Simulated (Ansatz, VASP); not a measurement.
## ScAl3N4: VASP beside Ansatz

```xyz
16
Lattice="6.4804 -0.0158 0.0000 -3.2538 5.6358 0.0000 0.0000 0.0000 5.0781" Properties=species:S:1:pos:R:3 pbc="T T T"
Al    1.6371    0.9216    2.5389
Al   -1.6158    4.7029   -0.0215
Al   -0.0102    3.7748    2.5389
Al    3.2164    1.8805   -0.0001
Al    1.6099    4.6631   -0.0001
Al    3.2154    3.7350    2.5175
Sc    0.0479    1.9062   -0.0381
Sc    4.8056    0.8959    2.5009
N     0.0708    1.9195    2.0945
N     1.7335    0.8672    4.4407
N    -1.6396    4.6892    1.9213
N    -0.0091    3.8855    4.4407
N     3.1199    1.9349    1.9017
N     4.7826    0.8827    4.6335
N     1.6087    4.5524    1.9017
N     3.2392    3.7488    4.4603
```

Alike in both runs: functional PBE; k mesh 4 × 4 × 5; no spin polarisation.

Ansatz relaxed the structure, and its values are those at the end. VASP's run is a single point on that final structure, the one shown.

|  | VASP | Ansatz |
| --- | --- | --- |
| version | VASP 6.6.1 | Ansatz 0.2.0 |
| potentials or method | VASP PAW PBE potentials, release 64 (Al, Sc_sv, N) | scalar-relativistic, plane waves, PAW |
| plane-wave cutoff (eV) | 520 | 420 |
| occupations | gaussian, width 0.01 eV | fixed |
| valence electrons in the cell | 80 | 80 |

```csv
,VASP,Ansatz,Ansatz less VASP
gap on the k mesh at the Fermi level (eV),3.72,3.71,-0.007
least direct gap on the mesh (eV),3.72,3.71,-0.007
pressure (GPa),-0.7,-0.8,-0.06
rms of the force components (eV/Å),0.024,0.000,-0.0235
```

Ansatz's warnings: stress scf threshold loose.
